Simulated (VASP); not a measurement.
Here is a VASP 6.6.1 calculation.

The input POSCAR:

```
GaN
1.0
    0.0224895254      2.2714420669      2.2714420669
    2.2714420669      0.0224895254      2.2714420669
    2.2714420669      2.2714420669      0.0224895254
Ga N
1 1
Direct
    0.0006617308      0.0006617308      0.0006617308
    0.2493382692      0.2493382692      0.2493382692
```

File INCAR.step1:

```
SYSTEM = GaN
PREC = Accurate
ENCUT = 520
EDIFF = 1E-5
ISMEAR = 0
SIGMA = 0.01
LREAL = .False.
LASPH = .True.
NELM = 80
ALGO = Normal
ISIF = 2
LWAVE = .True.
LCHARG = .False.
GGA = PE
NBANDS = 16
```

INCAR.step2

```
SYSTEM = GaN
PREC = Accurate
ENCUT = 520
EDIFF = 1E-7
ISMEAR = 0
SIGMA = 0.01
LREAL = .False.
LASPH = .True.
NELM = 80
ALGO = Normal
ISIF = 2
LWAVE = .False.
LCHARG = .False.
GGA = PE
LHFCALC = .True.
HFSCREEN = 0.2079
PRECFOCK = Normal
ISTART = 1
NBANDS = 16
```

The input KPOINTS:

```
regular mesh
0
Gamma
  6 6 6
  0 0 0
```

Potentials or basis: VASP PAW PBE potentials, release 64 (Ga_d, N).

The run is started by

```sh
$ cat potpaw_PBE.64/Ga_d/POTCAR potpaw_PBE.64/N/POTCAR > POTCAR
$ cp INCAR.step1 INCAR
$ mpirun -np 1 vasp_std > vasp.out
$ cp INCAR.step2 INCAR
$ mpirun -np 1 vasp_std > vasp.out
```

Problem. Estimate the band gap on the k mesh.

Solution. 2.87 eV.

Problem. What does it give for the pressure?

Solution. -2.9 GPa.

Problem. Predict the largest force.

Solution. 0.004 eV/Å.

Forces in eV/Å, atoms in the order of the input:
```
Ga  -0.002 -0.002 -0.002
N    0.002  0.002  0.002
```

Caveat: the cell differs from its parent crystal (strain along [111] +1.5%); the structure was generated, so it needn't be the stable form of GaN; the PAW data sets were made with another functional, which shifts forces and pressure a little.
